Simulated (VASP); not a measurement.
**Ga: single point with revPBE**

Crystal: Ga.

```
Ga
1.0
     4.81060    0.00000    0.00000
    -2.40530    4.16611    0.00000
     0.00000    0.00000    3.08852
Ga
3
Direct
  0.00000 0.00000 0.00000
  0.33333 0.66667 0.50000
  0.66667 0.33333 0.50000
```

This isn't the form of Ga at room conditions, which is orthorhombic.

```
Program                : VASP 6.6.1
Task                   : single point
Functional             : revPBE
Potentials or basis    : VASP PAW PBE potentials, release 64 (Ga_d)
Cutoff                 : 520 eV
k mesh                 : 9 × 9 × 12
Occupations            : fermi-dirac, width 0.1 eV
Spin                   : no spin polarisation
Dipole correction      : no
Further INCAR settings : ALGO = Normal; EDIFF = 1e-06; NBANDS = 26
```

```yaml
Pressure: -1.2 GPa
Band_gap_on_the_k_mesh: zero (an odd number of electrons rules out a gap without spin polarisation)
```

Stress tensor (GPa, compression positive):
```
-1.06  0.00  0.00
 0.00 -1.06  0.00
 0.00  0.00 -1.48
```

Levels at points of the mesh, in eV from the Fermi level:
| k point | band 15 | band 16 | band 17 | band 18 | band 19 | band 20 | band 21 | band 22 | band 23 | band 24 |
| --- | --- | --- | --- | --- | --- | --- | --- | --- | --- | --- |
| (0.00, 0.00, 0.00) | -14.67 | -10.38 | -2.72 | -2.43 | -0.99 | -0.99 | -0.78 | -0.78 | 4.63 | 7.99 |
| (0.00, 0.00, 0.50) | -14.65 | -6.95 | -5.75 | 0.77 | 1.29 | 1.29 | 1.45 | 1.58 | 2.08 | 2.84 |

Wall time 2.4 min on 1 thread of AMD EPYC 7R13, on a shared host, peak memory 0.24 GiB.

Caveat: the PAW data sets were made with another functional, which shifts forces and pressure a little.
